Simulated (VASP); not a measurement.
# Hg3Pt (I4/mmm) in VASP: notebook

The runs below take Hg3Pt through single point, with PBE.

Program: VASP 6.6.1. These are calculated values, not measurements. Logs are shortened: lines on timing, memory, paths and dates and some standing lists are left out, and cuts for length are marked.

### 1 The cell of the first run

It takes space group I4/mmm (No. 139, tetragonal). Conventional cell: a = 4.204 Å, b = 4.204 Å, c = 9.265 Å, α = 90.00°, β = 90.00°, γ = 90.00°. Hg (site symmetry -4m2) has 8 Hg at 2.97 to 3.13 Å and 4 Pt at 3.13 Å within 3.9 Å. Within 3.9 Å of Hg (site symmetry 4/mmm) lie 4 Pt at 2.97 Å and 8 Hg at 3.13 Å. Within 3.9 Å of Pt (site symmetry 4/mmm) lie 12 Hg at 2.97 to 3.13 Å.

### 2 Single point, PBE

INCAR

```
SYSTEM = Hg3Pt
PREC = Accurate
ENCUT = 520
EDIFF = 1E-6
ISMEAR = 0
SIGMA = 0.1
LREAL = .FALSE.
LASPH = .TRUE.
NELM = 100
ALGO = Normal
ISIF = 2
LWAVE = .FALSE.
LCHARG = .TRUE.
GGA = PE
LELF = .TRUE.
LVHAR = .TRUE.
NBANDS = 31
```

KPOINTS

```
regular mesh
0
G
  6 6 6
  0 0 0
```

POSCAR

```
Hg3Pt
1.0
   -2.1021830000      2.1021830000      4.6325320000
    2.1021830000     -2.1021830000      4.6325320000
    2.1021830000      2.1021830000     -4.6325320000
Hg Pt
3 1
Direct
    0.7500000000      0.2500000000      0.5000000000
    0.2500000000      0.7500000000      0.5000000000
    0.5000000000      0.5000000000      0.0000000000
    0.0000000000      0.0000000000      0.0000000000
```

Potentials or basis: VASP PAW PBE potentials, release 64 (Hg, Pt).

Run with:

```console
$ cat potpaw_PBE.64/Hg/POTCAR potpaw_PBE.64/Pt/POTCAR > POTCAR
$ mpirun -np 1 vasp_std > vasp.out
```

OUTCAR:

```text
SYSTEM = Hg3Pt
   PREC = Accurate
   ENCUT = 520
   EDIFF = 1E-6
   ISMEAR = 0
   LREAL = .FALSE.
   LASPH = .TRUE.
   NELM = 100
   ISIF = 2
   GGA = PE

 ion  position               nearest neighbor table
   1  0.750  0.250  0.500-   2 2.97   2 2.97   2 2.97   2 2.97   4 3.13   3 3.13   4 3.13   4 3.13
                             3 3.13   3 3.13   4 3.13   3 3.13
   2  0.250  0.750  0.500-   1 2.97   1 2.97   1 2.97   1 2.97   4 3.13   3 3.13   4 3.13   3 3.13
                             4 3.13   4 3.13   3 3.13   3 3.13
   3  0.500  0.500  0.000-   4 2.97   4 2.97   4 2.97   4 2.97   2 3.13   1 3.13   2 3.13   1 3.13
                             2 3.13   2 3.13   1 3.13   1 3.13
   4  0.000  0.000  0.000-   3 2.97   3 2.97   3 2.97   3 2.97   2 3.13   1 3.13   2 3.13   2 3.13
                             1 3.13   1 3.13   2 3.13   1 3.13

  LATTYP: Found a body centered tetragonal cell.
 ALAT       =     4.2043660000
 C/A-ratio  =     2.2036768445

  Lattice vectors:

 A1 = (  -2.1021830000,   2.1021830000,   4.6325320000)
 A2 = (   2.1021830000,  -2.1021830000,   4.6325320000)
 A3 = (   2.1021830000,   2.1021830000,  -4.6325320000)

Analysis of symmetry for initial positions (statically):
=====================================================================
 Subroutine PRICEL returns:
 Original cell was already a primitive cell.

 Routine SETGRP: Setting up the symmetry group for a
 body centered tetragonal supercell.

 Subroutine GETGRP returns: Found 16 space group operations
 (whereof 16 operations were pure point group operations)
 out of a pool of 16 trial point group operations.

The static configuration has the point symmetry D_4h.

Analysis of symmetry for dynamics (positions and initial velocities):
=====================================================================
 Subroutine PRICEL returns:
 Original cell was already a primitive cell.

 Routine SETGRP: Setting up the symmetry group for a
 body centered tetragonal supercell.

 Subroutine GETGRP returns: Found 16 space group operations
 (whereof 16 operations were pure point group operations)
 out of a pool of 16 trial point group operations.

The dynamic configuration has the point symmetry D_4h.

 Subroutine INISYM returns: Found 16 space group operations
 (whereof 16 operations are pure point group operations),
 and found     1 'primitive' translations

----------------------------------------------------------------------------------------

                                     Primitive cell

  volume of cell :      81.8878

  direct lattice vectors                    reciprocal lattice vectors
    -2.102183000  2.102183000  4.632532000     0.000000000  0.237847989  0.107932336
     2.102183000 -2.102183000  4.632532000     0.237847989  0.000000000  0.107932336
     2.102183000  2.102183000 -4.632532000     0.237847989  0.237847989  0.000000000

  length of vectors
     5.504425443  5.504425443  5.504425443     0.261191606  0.261191606  0.336367852

  position of ions in fractional coordinates (direct lattice)
     0.750000000  0.250000000  0.500000000
     0.250000000  0.750000000  0.500000000
     0.500000000  0.500000000  0.000000000
     0.000000000  0.000000000  0.000000000

  ion indices of the primitive-cell ions
   primitive index   ion index
                 1           1
                 2           2
                 3           3
                 4           4

----------------------------------------------------------------------------------------

 KPOINTS: regular mesh

Automatic generation of k-mesh.
 Grid dimensions read from file:
 generate k-points for:    6    6    6

 Generating k-lattice:

  Cartesian coordinates                     Fractional coordinates (reciprocal lattice)
     0.000000000  0.039641332  0.017988723     0.166666667 -0.000000000  0.000000000
     0.039641332  0.000000000  0.017988723    -0.000000000  0.166666667  0.000000000
     0.039641332  0.039641332  0.000000000     0.000000000  0.000000000  0.166666667

  Length of vectors
     0.043531934  0.043531934  0.056061309

  Shift w.r.t. Gamma in fractional coordinates (k-lattice)
     0.000000000  0.000000000  0.000000000

 Subroutine IBZKPT returns following result:
 ===========================================

 Found     30 irreducible k-points:

 Following reciprocal coordinates:
            Coordinates               Weight
  0.000000  0.000000  0.000000      1.000000
  0.166667  0.000000  0.000000      8.000000
  0.333333 -0.000000  0.000000      8.000000
  0.500000 -0.000000  0.000000      4.000000
  0.166667  0.166667  0.000000      8.000000
  0.333333  0.166667  0.000000     16.000000
[... 16 lines left out ...]
 -0.333333 -0.333333  0.166667      8.000000
 -0.166667 -0.333333  0.166667      8.000000
 [... further k-points ...]
   k-points           NKPTS =     30   k-points in BZ     NKDIM =     30   number of bands    NBANDS=     31
   number of dos      NEDOS =    301   number of ions     NIONS =      4
   total plane-waves  NPLWV =  74088
   dimension x,y,z NGX =    42 NGY =   42 NGZ =   42
   dimension x,y,z NGXF=    84 NGYF=   84 NGZF=   84
   ions per type =               3   1
   NGX,Y,Z   is equivalent  to a cutoff of  12.68, 12.68, 12.68 a.u.
   NGXF,Y,Z  is equivalent  to a cutoff of  25.37, 25.37, 25.37 a.u.
 SYSTEM =  Hg3Pt
   PREC   = accura    normal or accurate (medium, high low for compatibility)
   ISTART =      0    job   : 0-new  1-cont  2-samecut
   ICHARG =      2    charge: 1-file 2-atom 10-const
   ISPIN  =      1    spin polarized calculation?
   LNONCOLLINEAR =      F non collinear calculations
   LSORBIT =      F    spin-orbit coupling
   LASPH  =      T    aspherical Exc in radial PAW
   ENCUT  =  520.0 eV  38.22 Ry    6.18 a.u.  10.23 10.23 10.23*2*pi/ulx,y,z
   NELM   =    100;   NELMIN=  2; NELMDL= -5     # of ELM steps
   EDIFF  = 0.1E-05   stopping-criterion for ELM
   LREAL  =      F    real-space projection
   EDIFFG = 0.1E-04   stopping-criterion for IOM
   NSW    =      0    number of steps for IOM
   IBRION =     -1    ionic relax: 0-MD 1-quasi-New 2-CG
   NFREE  =      0    steps in history (QN), initial steepest desc. (CG)
   ISIF   =      2    stress and relaxation
   ISYM   =      2    0-nonsym 1-usesym 2-fastsym
   POTIM  = 0.5000    time-step for ionic-motion
   TEBEG  =    0.0;   TEEND  =   0.0 temperature during run
   PSTRESS=    0.0 pullay stress
   NELECT =      46.0000    total number of electrons
   NUPDOWN=      -1.0000    fix difference up-down
   EMIN   =  10.00;   EMAX   =-10.00  energy-range for DOS
   EFERMI =   0.00;   METHOD = LEGACY
   ISMEAR =     0;   SIGMA  =   0.10  broadening in eV -4-tet -1-fermi 0-gaus
   EFERMI_NEDOS =   21; number of points for ismear=-14 and -15
   IALGO  =     38    algorithm
   IMIX   =      4    mixing-type and parameters
     AMIX     =   0.40;   BMIX     =  1.00
     AMIX_MAG =   1.60;   BMIX_MAG =  1.00
  volume/ion in A,a.u.               =      20.47       138.15
  Fermi-wavevector in a.u.,A,eV,Ry     =   1.350789  2.552622 24.825623  1.824632
  Thomas-Fermi vector in A             =   2.478265
   LORBIT       =      0    0 simple, 1 ext, 2 COOP (PROOUT), +10 PAW based schemes
   GGA     = PE    functional components
   LHFCALC =     F    Hartree Fock is set to
   AEXX    =    0.0000 exact exchange contribution
   IVDW    =     0    specifies the selected vdW correction
   LEPSILON=     F    determine dielectric tensor
   LRPA    =     F    only Hartree local field effects (RPA)
 non-spin polarized calculation
 Gauss-broadening in eV      SIGMA  =   0.10
  energy-cutoff  :      520.00
  volume of cell :       81.89
 maximum number of plane-waves:      2217
 NGX is ok and might be reduce to    42
   NGX = 21   NGY = 21   NGZ = 21

 number of electron      45.9999999 magnetization

 Free energy of the ion-electron system (eV)
  ---------------------------------------------------
  ext. energy  EPLUGINS =         0.00000000
  ---------------------------------------------------
  free energy    TOTEN  =        -5.91018968 eV

  energy without entropy =       -5.90379069  energy(sigma->0) =       -5.90699018

 E-fermi :   4.6922     XC(G=0): -11.6813

 val. band max:        4.6113862969   @ k =   0.5000   0.3333   0.0000
 cond. band min:       4.7066198248   @ k =   0.3333   0.1667   0.1667
 fundamental gap:      0.0952335279
 Fermi energy:         4.6921899292

 k-point     1 :       0.0000    0.0000    0.0000
  band No.  band energies     occupation
      1      -5.0964      2.00000
      2      -3.8609      2.00000
      3      -3.7063      2.00000
      4      -3.5798      2.00000
      5      -2.9109      2.00000
      6      -2.9109      2.00000
[... 23 lines left out ...]
     30      11.2768      0.00000
     31      12.1688      0.00000

 k-point     2 :       0.1667    0.0000    0.0000
  band No.  band energies     occupation
      1      -4.7578      2.00000
      2      -3.7252      2.00000
      3      -3.5706      2.00000
      4      -3.4626      2.00000
      5      -3.0533      2.00000
      6      -3.0078      2.00000
[... 23 lines left out ...]
     30      12.8511      0.00000
     31      12.9805      0.00000

 k-point     3 :       0.3333   -0.0000    0.0000
  band No.  band energies     occupation
      1      -3.8789      2.00000
      2      -3.3496      2.00000
      3      -3.3418      2.00000
      4      -3.1221      2.00000
      5      -3.0955      2.00000
      6      -3.0197      2.00000
[... 23 lines left out ...]
     30      12.2416      0.00000
     31      12.3399      0.00000

 k-point     4 :       0.5000   -0.0000    0.0000
  band No.  band energies     occupation
      1      -3.3596      2.00000
      2      -3.1458      2.00000
      3      -3.1394      2.00000
      4      -2.8916      2.00000
      5      -2.8200      2.00000
      6      -2.7888      2.00000
[... 635 lines left out ...]
     30      12.9834      0.00000
     31      13.6491      0.00000

 k-point    23 :      -0.3333   -0.3333    0.1667
  band No.  band energies     occupation
      1      -4.0099      2.00000
      2      -3.6608      2.00000
      3      -3.4631      2.00000
      4      -3.3679      2.00000
      5      -3.3245      2.00000
      6      -3.1214      2.00000
[... 23 lines left out ...]
     30      13.0476      0.00000
     31      13.2830      0.00000

 k-point    24 :      -0.1667   -0.3333    0.1667
  band No.  band energies     occupation
      1      -4.3719      2.00000
      2      -3.6834      2.00000
      3      -3.6730      2.00000
      4      -3.3732      2.00000
      5      -3.3125      2.00000
      6      -3.3023      2.00000
[... 23 lines left out ...]
     30      12.7972      0.00000
     31      13.4211      0.00000

 [... further k-points ...]

------------------------ aborting loop because EDIFF is reached ----------------------------------------

  FORCE on cell =-STRESS in cart. coord.  units (eV):
  Direction    XX          YY          ZZ          XY          YZ          ZX
  --------------------------------------------------------------------------------------
  -------------------------------------------------------------------------------------
  Total        0.2619822      0.2619822     -0.7339476      0.0000000     -0.0000000      0.0000000
  in kB        5.1258156      5.1258156    -14.3600574      0.0000000     -0.0000000      0.0000000
  external PRESSURE =      -1.3694754 kB  Pullay stress =       0.0000000 kB

 VOLUME and BASIS-vectors are now :
 -----------------------------------------------------------------------------
  energy-cutoff  :      520.00
  volume of cell :       81.89
      direct lattice vectors                 reciprocal lattice vectors
    -2.102183000  2.102183000  4.632532000     0.000000000  0.237847989  0.107932336
     2.102183000 -2.102183000  4.632532000     0.237847989  0.000000000  0.107932336
     2.102183000  2.102183000 -4.632532000     0.237847989  0.237847989  0.000000000

 POSITION                                       TOTAL-FORCE (eV/Angst)
 -----------------------------------------------------------------------------------
      0.00000      2.10218      2.31627         0.000000      0.000000      0.000000
      2.10218      0.00000      2.31627        -0.000000      0.000000     -0.000000
      0.00000      0.00000      4.63253        -0.000000     -0.000000      0.000000
      0.00000      0.00000      0.00000        -0.000000     -0.000000      0.000000
 -----------------------------------------------------------------------------------
    total drift:                               -0.000000      0.000000      0.000000

  FREE ENERGIE OF THE ION-ELECTRON SYSTEM (eV)
  ---------------------------------------------------
  free  energy   TOTEN  =        -5.9101896762 eV

  energy  without entropy=       -5.9037906889  energy(sigma->0) =       -5.90699018
```

Wall time 87 s (1 thread of Intel Xeon Platinum 8259CL at 2.50GHz (Skylake/Cascade Lake), shared host); peak memory 0.28 GiB.

What came out:

| Quantity | Value |
| --- | --- |
| Free energy | -5.9102 eV |
| Pressure | -0.1 GPa |
| Band gap on the k mesh | zero (bands 23 and 24 overlap by 2.49 eV) |

Stress tensor (GPa, compression positive):
```
 0.51  0.00  0.00
 0.00  0.51  0.00
 0.00  0.00 -1.44
```

Levels at points of the mesh, in eV from the Fermi level:
```csv
k point,band 20,band 21,band 22,band 23,band 24,band 25,band 26,band 27
"(0.00, 0.00, 0.00)",-2.28,-1.42,-0.92,1.30,1.63,3.57,3.76,3.76
"(0.50, 0.00, 0.00)",-2.18,-2.04,-1.78,-1.50,0.32,4.55,4.91,5.40
"(0.50, 0.50, 0.00)",-2.31,-1.95,-1.79,-1.42,-0.64,0.24,0.90,4.54
"(0.50, 0.50, 0.50)",-1.87,-1.87,-1.45,0.38,0.38,2.49,3.60,7.33
```

Caveat: spin-orbit coupling is left out, which moves the levels of the heavy elements.

[end of part 1 of 2]

The gap in the log of VASP goes by the Fermi energy; the results here count the filled bands.